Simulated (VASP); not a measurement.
# Mn (Im-3m) in VASP: single point with PBE

Aim: the single point of Mn with PBE.

All numbers are computed with VASP 6.6.1; they aren't measurements. Logs are shortened: lines on timing, memory, paths and dates and some standing lists are left out, and cuts for length are marked.

### 1 The cell of the first run

The structure is cubic, space group Im-3m (No. 229). Conventional cell: a = 2.800 Å, b = 2.800 Å, c = 2.800 Å, α = 90.00°, β = 90.00°, γ = 90.00°. Within 3.2 Å of Mn (site symmetry m-3m) lie 14 Mn at 2.42 to 2.80 Å.

This isn't the form of Mn at room conditions, which is a 58-atom cubic cell.

### 2 Single point, PBE, collinear spin, antiferromagnetic start

The input, INCAR:

```
ALGO     = Normal         # electronic algorithm
EDIFF    = 1E-6           # SCF threshold, eV
ENCUT    = 500            # plane-wave cutoff, eV
GGA      = PE             # functional
GGA_COMPAT= F            
ISIF     = 2              # what is computed and relaxed
ISMEAR   = 0              # smearing method
ISPIN    = 2              # spin polarisation
LASPH    = T              # aspherical terms in the spheres
LCHARG   = F              # write CHGCAR
LMAXMIX  = 4              # l up to which the mixer works
LORBIT   = 11             # projections on sites
LREAL    = F              # projectors in reciprocal space
LWAVE    = F              # write WAVECAR
MAGMOM   = 2 -2           # initial moments
NBANDS   = 24             # bands
NELM     = 200            # most SCF steps
PREC     = Accurate       # precision mode
SIGMA    = 0.1            # smearing width, eV
```

The input, KPOINTS:

```
k-points
0
Gamma
  4 4 4
```

The input, POSCAR:

```
Mn
1.0
    2.8000000000      0.0000000000      0.0000000000
    0.0000000000      2.8000000000      0.0000000000
    0.0000000000      0.0000000000      2.8000000000
Mn
2
Direct
    0.0000000000      0.0000000000      0.0000000000
    0.5000000000      0.5000000000      0.5000000000
```

Potentials or basis: VASP PAW PBE potentials, release 64 (Mn_pv).

The run is started by

```
$ cat potpaw_PBE.64/Mn_pv/POTCAR > POTCAR
$ mpirun -np 1 vasp_std > vasp.out
```

OUTCAR:

```text
EDIFF = 1E-6
   ENCUT = 500
   GGA = PE
   ISIF = 2
   ISMEAR = 0
   ISPIN = 2
   LASPH = T
   LORBIT = 11
   LREAL = F
   NELM = 200
   PREC = Accurate

 ion  position               nearest neighbor table
   1  0.000  0.000  0.000-   2 2.42   2 2.42   2 2.42   2 2.42   2 2.42   2 2.42   2 2.42   2 2.42

   2  0.500  0.500  0.500-   1 2.42   1 2.42   1 2.42   1 2.42   1 2.42   1 2.42   1 2.42   1 2.42

  LATTYP: Found a simple cubic cell.
 ALAT       =     2.8000000000

  Lattice vectors:

 A1 = (   2.8000000000,   0.0000000000,   0.0000000000)
 A2 = (   0.0000000000,   2.8000000000,   0.0000000000)
 A3 = (   0.0000000000,   0.0000000000,   2.8000000000)

Analysis of symmetry for initial positions (statically):
=====================================================================
 Subroutine PRICEL returns following result:

  LATTYP: Found a body centered cubic cell.
 ALAT       =     2.8000000000

  Lattice vectors:

 A1 = (   1.4000000000,   1.4000000000,  -1.4000000000)
 A2 = (  -1.4000000000,   1.4000000000,   1.4000000000)
 A3 = (   1.4000000000,  -1.4000000000,   1.4000000000)

   2 primitive cells build up your supercell.

 Routine SETGRP: Setting up the symmetry group for a
 simple cubic supercell.

 Subroutine GETGRP returns: Found 48 space group operations
 (whereof 48 operations were pure point group operations)
 out of a pool of 48 trial point group operations.

The static configuration has the point symmetry O_h .

Analysis of symmetry for dynamics (positions and initial velocities):
=====================================================================
 Subroutine PRICEL returns following result:

  LATTYP: Found a body centered cubic cell.
 ALAT       =     2.8000000000

  Lattice vectors:

 A1 = (   1.4000000000,   1.4000000000,  -1.4000000000)
 A2 = (  -1.4000000000,   1.4000000000,   1.4000000000)
 A3 = (   1.4000000000,  -1.4000000000,   1.4000000000)

   2 primitive cells build up your supercell.

 Routine SETGRP: Setting up the symmetry group for a
 simple cubic supercell.

 Subroutine GETGRP returns: Found 48 space group operations
 (whereof 48 operations were pure point group operations)
 out of a pool of 48 trial point group operations.

The dynamic configuration has the point symmetry O_h .

Analysis of structural, dynamic, and magnetic symmetry:
=====================================================================
 Subroutine PRICEL returns following result:

  LATTYP: Found a body centered cubic cell.
 ALAT       =     2.8000000000

  Lattice vectors:

 A1 = (   1.4000000000,   1.4000000000,  -1.4000000000)
 A2 = (  -1.4000000000,   1.4000000000,   1.4000000000)
 A3 = (   1.4000000000,  -1.4000000000,   1.4000000000)

   2 primitive cells build up your supercell.

 Routine SETGRP: Setting up the symmetry group for a
 simple cubic supercell.

 Subroutine GETGRP returns: Found 48 space group operations
 (whereof 48 operations were pure point group operations)
 out of a pool of 48 trial point group operations.

The overall configuration has the point symmetry O_h .

 Subroutine INISYM returns: Found 48 space group operations
 (whereof 48 operations are pure point group operations),
 and found     2 'primitive' translations

----------------------------------------------------------------------------------------

                                     Primitive cell

  volume of cell :      10.9760

  direct lattice vectors                    reciprocal lattice vectors
     1.400000000  1.400000000 -1.400000000     0.357142857  0.357142857  0.000000000
    -1.400000000  1.400000000  1.400000000    -0.000000000  0.357142857  0.357142857
     1.400000000 -1.400000000  1.400000000     0.357142857  0.000000000  0.357142857

  length of vectors
     2.424871131  2.424871131  2.424871131     0.505076272  0.505076272  0.505076272

  position of ions in fractional coordinates (direct lattice)
     0.000000000  0.000000000  0.000000000

  ion indices of the primitive-cell ions
   primitive index   ion index
                 1           1

----------------------------------------------------------------------------------------

 KPOINTS: k-points

Automatic generation of k-mesh.
 Grid dimensions read from file:
 generate k-points for:    4    4    4

 Generating k-lattice:

  Cartesian coordinates                     Fractional coordinates (reciprocal lattice)
     0.089285714  0.000000000  0.000000000     0.250000000  0.000000000  0.000000000
     0.000000000  0.089285714  0.000000000     0.000000000  0.250000000  0.000000000
     0.000000000  0.000000000  0.089285714     0.000000000  0.000000000  0.250000000

  Length of vectors
     0.089285714  0.089285714  0.089285714

  Shift w.r.t. Gamma in fractional coordinates (k-lattice)
     0.000000000  0.000000000  0.000000000

 Subroutine IBZKPT returns following result:
 ===========================================

 Found     10 irreducible k-points:

 Following reciprocal coordinates:
            Coordinates               Weight
  0.000000  0.000000  0.000000      1.000000
  0.250000  0.000000  0.000000      6.000000
  0.500000  0.000000  0.000000      3.000000
  0.250000  0.250000  0.000000     12.000000
  0.500000  0.250000  0.000000     12.000000
  0.500000  0.500000  0.000000      3.000000
  0.250000  0.250000  0.250000      8.000000
  0.500000  0.250000  0.250000     12.000000
  0.500000  0.500000  0.250000      6.000000
  0.500000  0.500000  0.500000      1.000000
   k-points           NKPTS =     10   k-points in BZ     NKDIM =     10   number of bands    NBANDS=     24
   number of dos      NEDOS =    301   number of ions     NIONS =      2
   total plane-waves  NPLWV =   8000
   dimension x,y,z NGX =    20 NGY =   20 NGZ =   20
   dimension x,y,z NGXF=    40 NGYF=   40 NGZF=   40
   ions per type =               2
   NGX,Y,Z   is equivalent  to a cutoff of  11.87, 11.87, 11.87 a.u.
   NGXF,Y,Z  is equivalent  to a cutoff of  23.75, 23.75, 23.75 a.u.
 SYSTEM =  unknown system
   PREC   = accura    normal or accurate (medium, high low for compatibility)
   ISTART =      0    job   : 0-new  1-cont  2-samecut
   ICHARG =      2    charge: 1-file 2-atom 10-const
   ISPIN  =      2    spin polarized calculation?
   LNONCOLLINEAR =      F non collinear calculations
   LSORBIT =      F    spin-orbit coupling
   LASPH  =      T    aspherical Exc in radial PAW
   ENCUT  =  500.0 eV  36.75 Ry    6.06 a.u.   5.11  5.11  5.11*2*pi/ulx,y,z
   NELM   =    200;   NELMIN=  2; NELMDL= -5     # of ELM steps
   EDIFF  = 0.1E-05   stopping-criterion for ELM
   LREAL  =      F    real-space projection
   EDIFFG = 0.1E-04   stopping-criterion for IOM
   NSW    =      0    number of steps for IOM
   IBRION =     -1    ionic relax: 0-MD 1-quasi-New 2-CG
   NFREE  =      0    steps in history (QN), initial steepest desc. (CG)
   ISIF   =      2    stress and relaxation
   ISYM   =      2    0-nonsym 1-usesym 2-fastsym
   POTIM  = 0.5000    time-step for ionic-motion
   TEBEG  =    0.0;   TEEND  =   0.0 temperature during run
   PSTRESS=    0.0 pullay stress
   NELECT =      26.0000    total number of electrons
   NUPDOWN=      -1.0000    fix difference up-down
   EMIN   =  10.00;   EMAX   =-10.00  energy-range for DOS
   EFERMI =   0.00;   METHOD = LEGACY
   ISMEAR =     0;   SIGMA  =   0.10  broadening in eV -4-tet -1-fermi 0-gaus
   EFERMI_NEDOS =   21; number of points for ismear=-14 and -15
   IALGO  =     38    algorithm
   IMIX   =      4    mixing-type and parameters
     AMIX     =   0.40;   BMIX     =  1.00
     AMIX_MAG =   1.60;   BMIX_MAG =  1.00
  volume/ion in A,a.u.               =      10.98        74.07
  Fermi-wavevector in a.u.,A,eV,Ry     =   1.732106  3.273207 40.820101  3.000193
  Thomas-Fermi vector in A             =   2.806346
   LORBIT       =     11    0 simple, 1 ext, 2 COOP (PROOUT), +10 PAW based schemes
   GGA     = PE    functional components
   LHFCALC =     F    Hartree Fock is set to
   AEXX    =    0.0000 exact exchange contribution
   IVDW    =     0    specifies the selected vdW correction
   LEPSILON=     F    determine dielectric tensor
   LRPA    =     F    only Hartree local field effects (RPA)
 spin polarized calculation
 Gauss-broadening in eV      SIGMA  =   0.10
  energy-cutoff  :      500.00
  volume of cell :       21.95
 maximum number of plane-waves:       587
   NGX = 11   NGY = 11   NGZ = 11

 number of electron      25.9999966 magnetization      -0.0000000

 number of electron      25.9999966 magnetization       0.0000000

 Free energy of the ion-electron system (eV)
  ---------------------------------------------------
  ext. energy  EPLUGINS =         0.00000000
  ---------------------------------------------------
  free energy    TOTEN  =       -17.62855246 eV

  energy without entropy =      -17.60157724  energy(sigma->0) =      -17.61506485

 E-fermi :  10.6631     XC(G=0): -13.8825

 val. band max:       10.6111418024   @ k =   0.2500   0.2500   0.0000
 cond. band min:      10.6667566888   @ k =   0.2500   0.2500   0.0000
 fundamental gap:      0.0556148865
 Fermi energy:        10.6630909957

 spin component 1

 k-point     1 :       0.0000    0.0000    0.0000
  band No.  band energies     occupation
      1     -37.8530      1.00000
      2     -37.8530      1.00000
      3     -37.8530      1.00000
      4     -37.3534      1.00000
      5     -37.3534      1.00000
      6     -37.3534      1.00000
[... 16 lines left out ...]
     23      33.6468      0.00000
     24      34.0841      0.00000

 k-point     2 :       0.2500    0.0000    0.0000
  band No.  band energies     occupation
      1     -37.8428      1.00000
      2     -37.7759      1.00000
      3     -37.7759      1.00000
      4     -37.4913      1.00000
      5     -37.4224      1.00000
      6     -37.4224      1.00000
[... 16 lines left out ...]
     23      31.0961      0.00000
     24      33.6984      0.00000
[... 187 lines left out ...]
     23      26.7486      0.00000
     24      26.7489      0.00000

 k-point    10 :       0.5000    0.5000    0.5000
  band No.  band energies     occupation
      1     -37.7058      1.00000
      2     -37.7058      1.00000
      3     -37.7058      1.00000
      4     -37.7051      1.00000
      5     -37.7051      1.00000
      6     -37.7051      1.00000
[... 16 lines left out ...]
     23      22.7393      0.00000
     24      22.7397      0.00000
 Fermi energy:        10.6630909957

 spin component 2

 k-point     1 :       0.0000    0.0000    0.0000
  band No.  band energies     occupation
      1     -37.8530      1.00000
      2     -37.8530      1.00000
      3     -37.8530      1.00000
      4     -37.3534      1.00000
      5     -37.3534      1.00000
      6     -37.3534      1.00000
[... 16 lines left out ...]
     23      33.6468      0.00000
     24      34.0841      0.00000

 k-point     2 :       0.2500    0.0000    0.0000
  band No.  band energies     occupation
      1     -37.8428      1.00000
      2     -37.7759      1.00000
      3     -37.7759      1.00000
      4     -37.4913      1.00000
      5     -37.4224      1.00000
      6     -37.4224      1.00000
[... 16 lines left out ...]
     23      31.0961      0.00000
     24      33.6984      0.00000
[... 187 lines left out ...]
     23      26.7486      0.00000
     24      26.7489      0.00000

 k-point    10 :       0.5000    0.5000    0.5000
  band No.  band energies     occupation
      1     -37.7058      1.00000
      2     -37.7058      1.00000
      3     -37.7058      1.00000
      4     -37.7051      1.00000
      5     -37.7051      1.00000
      6     -37.7051      1.00000
[... 16 lines left out ...]
     23      22.7393      0.00000
     24      22.7397      0.00000

------------------------ aborting loop because EDIFF is reached ----------------------------------------

  FORCE on cell =-STRESS in cart. coord.  units (eV):
  Direction    XX          YY          ZZ          XY          YZ          ZX
  --------------------------------------------------------------------------------------
  -------------------------------------------------------------------------------------
  Total       -0.7251470     -0.7251470     -0.7251470      0.0000000      0.0000000     -0.0000000
  in kB      -52.9252029    -52.9252029    -52.9252029      0.0000000      0.0000000     -0.0000000
  external PRESSURE =     -52.9252029 kB  Pullay stress =       0.0000000 kB

 VOLUME and BASIS-vectors are now :
 -----------------------------------------------------------------------------
  energy-cutoff  :      500.00
  volume of cell :       21.95
      direct lattice vectors                 reciprocal lattice vectors
     2.800000000  0.000000000  0.000000000     0.357142857  0.000000000  0.000000000
     0.000000000  2.800000000  0.000000000     0.000000000  0.357142857  0.000000000
     0.000000000  0.000000000  2.800000000     0.000000000  0.000000000  0.357142857

 POSITION                                       TOTAL-FORCE (eV/Angst)
 -----------------------------------------------------------------------------------
      0.00000      0.00000      0.00000         0.000000      0.000000      0.000000
      1.40000      1.40000      1.40000        -0.000000     -0.000000     -0.000000
 -----------------------------------------------------------------------------------
    total drift:                               -0.000000      0.000000      0.000000

  FREE ENERGIE OF THE ION-ELECTRON SYSTEM (eV)
  ---------------------------------------------------
  free  energy   TOTEN  =       -17.6285524626 eV

  energy  without entropy=      -17.6015772423  energy(sigma->0) =      -17.61506485

 total charge

# of ion       s       p       d       tot
------------------------------------------
    1        0.410   6.375   5.159  11.943
    2        0.410   6.375   5.159  11.943
--------------------------------------------------
tot          0.820  12.749  10.317  23.886

 magnetization (x)

# of ion       s       p       d       tot
------------------------------------------
    1        0.000   0.000   0.001   0.001
    2       -0.000  -0.000  -0.001  -0.001
--------------------------------------------------
tot          0.000   0.000   0.000   0.000
```

Wall time 34 s (1 thread of Intel Xeon Platinum 8259CL at 2.50GHz (Skylake/Cascade Lake), shared host); peak memory 0.13 GiB.

Results:

```
Free energy                                           : -17.6286 eV
Pressure                                              : -5.3 GPa
Band gap on the k mesh                                : zero (filled and empty bands overlap)
Net moment                                            : 0.00 μB per cell
Valence electrons inside the program's atomic spheres : Mn 11.94
```

Caveat: the k points lie up to 0.56 Å⁻¹ apart, too coarse for converged energies and pressures of a metal.
